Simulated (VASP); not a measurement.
Write the native input for VASP 6.6.1 that does the following.

| Quantity | Value |
| --- | --- |
| Task | single point |
| Functional | PBE |
| Potentials or basis | VASP PAW PBE potentials, release 64 (Si, Pd, Pt) |
| Cutoff | 520 eV |
| k mesh | 6 × 6 × 4 |
| Occupations | gaussian, width 0.1 eV |
| Spin | no spin polarisation |
| Dipole correction | no |
| Further INCAR settings | ALGO = Fast; EDIFF = 1e-07; NBANDS = 30 |

The structure of SiPd3Pt lies in POSCAR:

```
SiPd3Pt
1.0
    4.1745812700      0.0000000000      0.0000000000
   -2.0872906400      3.6152934300      0.0000000000
    0.0000000000      0.0000000000      4.8078930800
Si Pd Pt
1 3 1
Direct
    0.0000000000      0.0000000000      0.0000000000
    0.5000000000      0.0000000000      0.0000000000
    0.0000000000      0.5000000000      0.0000000000
    0.5000000000      0.5000000000      0.0000000000
    0.0000000000      0.0000000000      0.5000000000
```

The cell was built from a structure type or drawn by symmetry, and may not be a known phase.

These files were run (other wordings do the same):

INCAR

```
  ALGO = Fast
  EDIFF = 1E-7
  ENCUT = 520
  GGA = PE
  ISIF = 2
  ISMEAR = 0
  LASPH = T
  LCHARG = T
  LELF = T
  LREAL = F
  LVHAR = T
  LWAVE = F
  NBANDS = 30
  NELM = 100
  PREC = Accurate
  SIGMA = 0.1
```

KPOINTS

```
k-points
0
Gamma
  6 6 4
```

Potentials or basis: VASP PAW PBE potentials, release 64 (Si, Pd, Pt).

Command:

```console
$ cat potpaw_PBE.64/Si/POTCAR potpaw_PBE.64/Pd/POTCAR potpaw_PBE.64/Pt/POTCAR > POTCAR
$ mpirun -np 1 vasp_std > vasp.out
```

Results of the run:

```yaml
Pressure: 150.6 GPa
Band_gap_on_the_k_mesh: zero (bands 22 and 23 overlap by 1.05 eV)
```

Caveat: the cell stands under pressure; spin-orbit coupling is left out, which moves the levels of the heavy elements.

Run time: 22 s on 1 thread of Intel(R) Xeon(R) 6975P-C (Granite Rapids) (shared host), peak memory 0.21 GiB.
